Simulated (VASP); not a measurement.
# Pd (Fm-3m) in VASP: single point with PBEsol

Aim: the single point of Pd with PBEsol.

Program: VASP 6.6.1. These are calculated values, not measurements. Logs are shortened: lines on timing, memory, paths and dates and some standing lists are left out, and cuts for length are marked.

## Step 1: The cell of the first run

The structure is cubic, space group Fm-3m (No. 225). Conventional cell: a = 4.000 Å, b = 4.000 Å, c = 4.000 Å, α = 90.00°, β = 90.00°, γ = 90.00°. Pd (site symmetry m-3m) has 12 Pd at 2.83 Å within 3.7 Å.

## Step 2: Single point, PBEsol (volume scaled by 1.10)

Contents of INCAR:

```
SYSTEM = Pd
  PREC = Accurate
  ENCUT = 520
  EDIFF = 1E-7
  ISMEAR = 0
  SIGMA = 0.1
  LREAL = .FALSE.
  LASPH = .TRUE.
  NELM = 80
  ALGO = Fast
  ISIF = 2
  LWAVE = .FALSE.
  LCHARG = .TRUE.
  GGA = PS
  LELF = .TRUE.
  LVHAR = .TRUE.
  NBANDS = 11
```

Contents of KPOINTS:

```
regular mesh
0
G
  18 18 18
  0 0 0
```

Contents of POSCAR:

```
Pd
1.0
    0.0000000000      2.0000302203      2.0000302203
    2.0000302203      0.0000000000      2.0000302203
    2.0000302203      2.0000302203      0.0000000000
Pd
1
Direct
    0.0000000000      0.0000000000      0.0000000000
```

Potentials or basis: VASP PAW PBE potentials, release 64 (Pd).

Command:

```bash
cat potpaw_PBE.64/Pd/POTCAR > POTCAR
mpirun -np 1 vasp_std > vasp.out
```

OUTCAR:

```text
SYSTEM = Pd
   PREC = Accurate
   ENCUT = 520
   EDIFF = 1E-7
   ISMEAR = 0
   LREAL = .FALSE.
   LASPH = .TRUE.
   NELM = 80
   ISIF = 2
   GGA = PS

 ion  position               nearest neighbor table
   1  0.000  0.000  0.000-

  LATTYP: Found a face centered cubic cell.
 ALAT       =     4.0000604406

  Lattice vectors:

 A1 = (   0.0000000000,   2.0000302203,   2.0000302203)
 A2 = (   2.0000302203,   0.0000000000,   2.0000302203)
 A3 = (   2.0000302203,   2.0000302203,   0.0000000000)

Analysis of symmetry for initial positions (statically):
=====================================================================
 Subroutine PRICEL returns:
 Original cell was already a primitive cell.

 Routine SETGRP: Setting up the symmetry group for a
 face centered cubic supercell.

 Subroutine GETGRP returns: Found 48 space group operations
 (whereof 48 operations were pure point group operations)
 out of a pool of 48 trial point group operations.

The static configuration has the point symmetry O_h .

Analysis of symmetry for dynamics (positions and initial velocities):
=====================================================================
 Subroutine PRICEL returns:
 Original cell was already a primitive cell.

 Routine SETGRP: Setting up the symmetry group for a
 face centered cubic supercell.

 Subroutine GETGRP returns: Found 48 space group operations
 (whereof 48 operations were pure point group operations)
 out of a pool of 48 trial point group operations.

The dynamic configuration has the point symmetry O_h .

 Subroutine INISYM returns: Found 48 space group operations
 (whereof 48 operations are pure point group operations),
 and found     1 'primitive' translations

----------------------------------------------------------------------------------------

                                     Primitive cell

  volume of cell :      16.0007

  direct lattice vectors                    reciprocal lattice vectors
     0.000000000  2.000030220  2.000030220    -0.249996223  0.249996223  0.249996223
     2.000030220  0.000000000  2.000030220     0.249996223 -0.249996223  0.249996223
     2.000030220  2.000030220  0.000000000     0.249996223  0.249996223 -0.249996223

  length of vectors
     2.828469863  2.828469863  2.828469863     0.433006159  0.433006159  0.433006159

  position of ions in fractional coordinates (direct lattice)
     0.000000000  0.000000000  0.000000000

  ion indices of the primitive-cell ions
   primitive index   ion index
                 1           1

----------------------------------------------------------------------------------------

 KPOINTS: regular mesh

Automatic generation of k-mesh.
 Grid dimensions read from file:
 generate k-points for:   18   18   18

 Generating k-lattice:

  Cartesian coordinates                     Fractional coordinates (reciprocal lattice)
    -0.013888679  0.013888679  0.013888679     0.055555556  0.000000000  0.000000000
     0.013888679 -0.013888679  0.013888679     0.000000000  0.055555556  0.000000000
     0.013888679  0.013888679 -0.013888679     0.000000000  0.000000000  0.055555556

  Length of vectors
     0.024055898  0.024055898  0.024055898

  Shift w.r.t. Gamma in fractional coordinates (k-lattice)
     0.000000000  0.000000000  0.000000000

 Subroutine IBZKPT returns following result:
 ===========================================

 Found    195 irreducible k-points:

 Following reciprocal coordinates:
            Coordinates               Weight
  0.000000  0.000000  0.000000      1.000000
  0.055556  0.000000  0.000000      8.000000
  0.111111  0.000000  0.000000      8.000000
  0.166667  0.000000  0.000000      8.000000
  0.222222  0.000000  0.000000      8.000000
  0.277778  0.000000  0.000000      8.000000
[... 16 lines left out ...]
 -0.277778  0.055556  0.000000     24.000000
 -0.222222  0.055556  0.000000     24.000000
 [... further k-points ...]
   k-points           NKPTS =    195   k-points in BZ     NKDIM =    195   number of bands    NBANDS=     11
   number of dos      NEDOS =    301   number of ions     NIONS =      1
   total plane-waves  NPLWV =  13824
   dimension x,y,z NGX =    24 NGY =   24 NGZ =   24
   dimension x,y,z NGXF=    48 NGYF=   48 NGZF=   48
   ions per type =               1
   NGX,Y,Z   is equivalent  to a cutoff of  14.11, 14.11, 14.11 a.u.
   NGXF,Y,Z  is equivalent  to a cutoff of  28.21, 28.21, 28.21 a.u.
 SYSTEM =  Pd
   PREC   = accura    normal or accurate (medium, high low for compatibility)
   ISTART =      0    job   : 0-new  1-cont  2-samecut
   ICHARG =      2    charge: 1-file 2-atom 10-const
   ISPIN  =      1    spin polarized calculation?
   LNONCOLLINEAR =      F non collinear calculations
   LSORBIT =      F    spin-orbit coupling
   LASPH  =      T    aspherical Exc in radial PAW
   ENCUT  =  520.0 eV  38.22 Ry    6.18 a.u.   5.26  5.26  5.26*2*pi/ulx,y,z
   NELM   =     80;   NELMIN=  2; NELMDL= -5     # of ELM steps
   EDIFF  = 0.1E-06   stopping-criterion for ELM
   LREAL  =      F    real-space projection
   EDIFFG = 0.1E-05   stopping-criterion for IOM
   NSW    =      0    number of steps for IOM
   IBRION =     -1    ionic relax: 0-MD 1-quasi-New 2-CG
   NFREE  =      0    steps in history (QN), initial steepest desc. (CG)
   ISIF   =      2    stress and relaxation
   ISYM   =      2    0-nonsym 1-usesym 2-fastsym
   POTIM  = 0.5000    time-step for ionic-motion
   TEBEG  =    0.0;   TEEND  =   0.0 temperature during run
   PSTRESS=    0.0 pullay stress
   NELECT =      10.0000    total number of electrons
   NUPDOWN=      -1.0000    fix difference up-down
   EMIN   =  10.00;   EMAX   =-10.00  energy-range for DOS
   EFERMI =   0.00;   METHOD = LEGACY
   ISMEAR =     0;   SIGMA  =   0.10  broadening in eV -4-tet -1-fermi 0-gaus
   EFERMI_NEDOS =   21; number of points for ismear=-14 and -15
   IALGO  =     68    algorithm
   IMIX   =      4    mixing-type and parameters
     AMIX     =   0.40;   BMIX     =  1.00
     AMIX_MAG =   1.60;   BMIX_MAG =  1.00
  volume/ion in A,a.u.               =      16.00       107.98
  Fermi-wavevector in a.u.,A,eV,Ry     =   1.399678  2.645009 26.655170  1.959100
  Thomas-Fermi vector in A             =   2.522714
   LORBIT       =      0    0 simple, 1 ext, 2 COOP (PROOUT), +10 PAW based schemes
   GGA     = PS    functional components
   LHFCALC =     F    Hartree Fock is set to
   AEXX    =    0.0000 exact exchange contribution
   IVDW    =     0    specifies the selected vdW correction
   LEPSILON=     F    determine dielectric tensor
   LRPA    =     F    only Hartree local field effects (RPA)
 non-spin polarized calculation
 RMM-DIIS sequential band-by-band and
 Gauss-broadening in eV      SIGMA  =   0.10
  energy-cutoff  :      520.00
  volume of cell :       16.00
 maximum number of plane-waves:       444
 NGX is ok and might be reduce to    24
   NGX = 11   NGY = 11   NGZ = 11

 number of electron      10.0000001 magnetization

 Free energy of the ion-electron system (eV)
  ---------------------------------------------------
  ext. energy  EPLUGINS =         0.00000000
  ---------------------------------------------------
  free energy    TOTEN  =        -5.89231235 eV

  energy without entropy =       -5.87923737  energy(sigma->0) =       -5.88577486

 E-fermi :   8.3005     XC(G=0): -12.8804

 val. band max:        8.2979525818   @ k =   0.4444   0.1667   0.0000
 cond. band min:       8.3027289866   @ k =  -0.3889   0.3889   0.0556
 fundamental gap:      0.0047764047
 Fermi energy:         8.3004634405

 k-point     1 :       0.0000    0.0000    0.0000
  band No.  band energies     occupation
      1       1.6819      2.00000
      2       5.7993      2.00000
      3       5.7993      2.00000
      4       5.7993      2.00000
      5       7.2290      2.00000
      6       7.2290      2.00000
      7      25.3609      0.00000
      8      29.6699      0.00000
      9      29.6699      0.00000
     10      29.6699      0.00000
     11      34.4735      0.00000

 k-point     2 :       0.0556    0.0000    0.0000
  band No.  band energies     occupation
      1       1.7867      2.00000
      2       5.7644      2.00000
      3       5.8342      2.00000
      4       5.8342      2.00000
      5       7.2128      2.00000
      6       7.2128      2.00000
      7      25.4543      0.00000
      8      28.9082      0.00000
      9      29.7731      0.00000
     10      29.7731      0.00000
     11      35.0554      0.00000

 k-point     3 :       0.1111    0.0000    0.0000
  band No.  band energies     occupation
      1       2.0906      2.00000
      2       5.6769      2.00000
      3       5.9254      2.00000
      4       5.9254      2.00000
      5       7.1792      2.00000
      6       7.1792      2.00000
      7      25.6100      0.00000
      8      27.4093      0.00000
      9      30.0603      0.00000
     10      30.0603      0.00000
     11      34.5461      0.00000

 k-point     4 :       0.1667    0.0000    0.0000
  band No.  band energies     occupation
      1       2.5543      2.00000
      2       5.5935      2.00000
      3       6.0282      2.00000
      4       6.0282      2.00000
      5       7.1754      2.00000
      6       7.1754      2.00000
      7      24.9127      0.00000
      8      26.5098      0.00000
      9      30.4535      0.00000
     10      30.4535      0.00000
     11      33.5136      0.00000
[... 239 lines left out ...]
 k-point    22 :      -0.3333    0.0556    0.0000
  band No.  band energies     occupation
      1       3.7096      2.00000
      2       5.8842      2.00000
      3       5.9581      2.00000
      4       6.8148      2.00000
      5       7.6898      2.00000
      6       8.3429      0.54802
      7      18.4281      0.00000
      8      25.3496      0.00000
      9      28.3942      0.00000
     10      30.3968      0.00000
     11      33.4731      0.00000

 k-point    23 :      -0.2778    0.0556    0.0000
  band No.  band energies     occupation
      1       3.6331      2.00000
      2       5.9281      2.00000
      3       6.0555      2.00000
      4       6.1242      2.00000
      5       7.3794      2.00000
      6       7.9103      2.00000
      7      20.4357      0.00000
      8      25.7951      0.00000
      9      28.9666      0.00000
     10      31.7019      0.00000
     11      32.6057      0.00000

 k-point    24 :      -0.2222    0.0556    0.0000
  band No.  band energies     occupation
      1       3.3206      2.00000
      2       5.5959      2.00000
      3       6.0924      2.00000
      4       6.1226      2.00000
      5       7.1280      2.00000
      6       7.5870      2.00000
      7      22.4809      0.00000
      8      26.1709      0.00000
      9      29.4595      0.00000
     10      32.0334      0.00000
     11      32.2324      0.00000

 [... further k-points ...]

------------------------ aborting loop because EDIFF is reached ----------------------------------------

  FORCE on cell =-STRESS in cart. coord.  units (eV):
  Direction    XX          YY          ZZ          XY          YZ          ZX
  --------------------------------------------------------------------------------------
  -------------------------------------------------------------------------------------
  Total       -1.5201486     -1.5201486     -1.5201486      0.0000000      0.0000000     -0.0000000
  in kB     -152.2148263   -152.2148263   -152.2148263      0.0000000      0.0000000     -0.0000000
  external PRESSURE =    -152.2148263 kB  Pullay stress =       0.0000000 kB

 VOLUME and BASIS-vectors are now :
 -----------------------------------------------------------------------------
  energy-cutoff  :      520.00
  volume of cell :       16.00
      direct lattice vectors                 reciprocal lattice vectors
     0.000000000  2.000030220  2.000030220    -0.249996223  0.249996223  0.249996223
     2.000030220  0.000000000  2.000030220     0.249996223 -0.249996223  0.249996223
     2.000030220  2.000030220  0.000000000     0.249996223  0.249996223 -0.249996223

 POSITION                                       TOTAL-FORCE (eV/Angst)
 -----------------------------------------------------------------------------------
      0.00000      0.00000      0.00000         0.000000      0.000000     -0.000000
 -----------------------------------------------------------------------------------
    total drift:                               -0.000000      0.000000      0.000000

  FREE ENERGIE OF THE ION-ELECTRON SYSTEM (eV)
  ---------------------------------------------------
  free  energy   TOTEN  =        -5.8923123467 eV

  energy  without entropy=       -5.8792373726  energy(sigma->0) =       -5.88577486
```

Run time: 16 s. Hardware: 1 thread of Intel Xeon 6975P-C (Granite Rapids), shared host; peak memory 0.16 GiB.

What came out:

* Free energy: -5.8923 eV
* Pressure: -15.2 GPa
* Band gap on the k mesh: zero (band 5 reaches 8.55 eV, above the bottom of band 6 at 7.18 eV)

Levels at points of the mesh, in eV from the Fermi level:
| k point | band 3 | band 4 | band 5 | band 6 | band 7 | band 8 |
| --- | --- | --- | --- | --- | --- | --- |
| (0.00, 0.00, 0.00) | -2.50 | -2.50 | -1.07 | -1.07 | 17.06 | 21.37 |
| (0.50, 0.00, 0.00) | -2.53 | -0.02 | -0.02 | 1.11 | 6.65 | 16.40 |
| (0.50, 0.50, 0.00) | -0.04 | 0.25 | 0.25 | 3.27 | 9.90 | 12.67 |

Caveat: the PAW data sets were made with another functional, which shifts forces and pressure a little.
